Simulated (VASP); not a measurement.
**WSe4: single point with PBE**

Crystal: WSe4.

```
W Se
1.0
    -3.16175    3.16175    3.16175
     3.16175   -3.16175    3.16175
     3.16175    3.16175   -3.16175
W Se
1 4
Direct
  0.00000 0.00000 0.00000
  0.50000 0.50000 0.50000
  0.00000 0.00000 0.50000
  0.00000 0.50000 0.00000
  0.50000 0.00000 0.00000
```

```json
{
  "Program": "VASP 6.6.1",
  "Task": "single point",
  "Functional": "PBE",
  "Potentials or basis": "VASP PAW PBE potentials, release 64 (W_sv, Se)",
  "Cutoff": "520 eV",
  "k mesh": "4 × 4 × 4",
  "Occupations": "gaussian, width 0.1 eV",
  "Spin": "collinear spin, ferrimagnetic start",
  "Starting moments": "[1.6, -0.03, -0.03, -0.03, -0.03] μB"
}
```

- Pressure: -5.0 GPa
- Net moment: 1.83 μB per cell
- Site moments: W +1.60; Se -0.03 μB
- Valence electrons inside the program's atomic spheres: W 11.70; Se 3.69

Levels at points of the mesh, in eV from the Fermi level:
Spin up:
```csv
k point,band 18,band 19,band 20,band 21,band 22,band 23
"(0.00, 0.00, 0.00)",-0.44,-0.44,0.05,0.05,0.05,0.27
"(0.50, 0.00, 0.00)",-1.36,-0.30,-0.24,-0.07,0.23,0.50
"(0.50, 0.50, 0.50)",0.05,0.05,1.16,1.16,1.16,4.44
```
Spin down:
```csv
k point,band 15,band 16,band 17,band 18,band 19,band 20
"(0.00, 0.00, 0.00)",-0.59,-0.59,0.04,0.04,0.04,0.67
"(0.50, 0.00, 0.00)",-2.54,-2.23,-1.41,-1.36,0.55,0.72
"(0.50, 0.50, 0.50)",-0.41,-0.41,-0.41,1.15,1.15,1.15
```

It took 83 s on 1 thread of Intel(R) Xeon(R) Platinum 8488C (Sapphire Rapids), with other jobs on the host, peak memory 0.33 GiB.

Caveat: spin-orbit coupling is left out, which moves the levels of the heavy elements.
